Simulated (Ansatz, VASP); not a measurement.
This is a calculation of Ge for Ansatz 0.2.0.

The input input.yaml:

```yaml
crystal:
  lattice:
    - [3.9975858431, 0.0, 0.0]
    - [-1.9987929216, 3.462010894, 0.0]
    - [0.0, 0.0, 6.59937795]
  atoms:
    - { symbol: Ge, position: [0.3333333333, 0.6666666667, 0.93709875] }
    - { symbol: Ge, position: [0.6666666667, 0.3333333333, 0.43709875] }
    - { symbol: Ge, position: [0.3333333333, 0.6666666667, 0.56290125] }
    - { symbol: Ge, position: [0.6666666667, 0.3333333333, 0.06290125] }
hamiltonian:
  xc: pbesol
  pseudopotentials: { kind: paw }
  dispersion: d3bj
kpoints:
  mp_grid: { grid: [8, 8, 4] }
scf:
  occupations: { method: fermi_dirac, width: 0.05 }
output:
  forces: true
  stress: true
  eigenvalues: true
relax:
  f_tol: 0.01
  max_steps: 40
  cell: { stress_tol: 0.05 }
```

Potentials or basis: Ansatz PAW.

The run is started by

```bash
$ ansatz run input.yaml --threads 1 --pin off --max-ram 3584MiB --backend cpu --events-out ev --progress --plain --runs-dir out
```

Q: Set up the same calculation for VASP 6.6.1. Potentials there: VASP PAW PBE potentials, release 64 (Ge_d).

A: As run (the cutoff follows the program's own potentials):

File INCAR:

```
SYSTEM = Ge
PREC     = Accurate       ! precision mode
ENCUT    = 600            ! plane-wave cutoff, eV
EDIFF    = 1E-6           ! SCF threshold, eV
ISMEAR   = -1             ! smearing method
SIGMA    = 0.05           ! smearing width, eV
LREAL    = .FALSE.        ! projectors in reciprocal space
LASPH    = .TRUE.         ! aspherical terms in the spheres
NELM     = 60             ! most SCF steps
ALGO     = Normal         ! electronic algorithm
ISIF     = 3              ! what is computed and relaxed
LWAVE    = .FALSE.        ! write WAVECAR
LCHARG   = .FALSE.        ! write CHGCAR
GGA      = PS             ! functional
IVDW     = 12             ! dispersion correction
IBRION   = 2              ! ionic algorithm
NSW      = 60             ! ionic steps
EDIFFG   = -0.01          ! ionic threshold
```

The input KPOINTS:

```
Automatic mesh
0
G
  8 8 4
  0 0 0
```

The input POSCAR:

```
Ge
1.0
    3.9975858431      0.0000000000      0.0000000000
   -1.9987929216      3.4620108940      0.0000000000
    0.0000000000      0.0000000000      6.5993779500
Ge
4
Direct
    0.3333333333      0.6666666667      0.9370987500
    0.6666666667      0.3333333333      0.4370987500
    0.3333333333      0.6666666667      0.5629012500
    0.6666666667      0.3333333333      0.0629012500
```

Potentials or basis: VASP PAW PBE potentials, release 64 (Ge_d).

Command:

```console
$ cat potpaw_PBE.64/Ge_d/POTCAR > POTCAR
$ mpirun -np 1 vasp_std > vasp.out
```

Both were run:

|  | VASP | Ansatz | Ansatz less VASP |
| --- | --- | --- | --- |
| gap on the k mesh at the Fermi level, each at its own relaxed structure (eV) | none | none | - |
| relaxed volume (Å³/atom) | 22.20 | 22.20 | 0.000 |
| relaxed cell length with the largest relative difference (Å) | 6.529 | 6.526 | -0.0034 |

VASP's potentials were made for PBE, not for PBEsol. A gap of «none» marks a metal or a gap that the smearing closes.

Noted on Ansatz's run: the plane-wave basis is chosen anew once the cell has moved, so the energies of steps on either side of that aren't comparable.
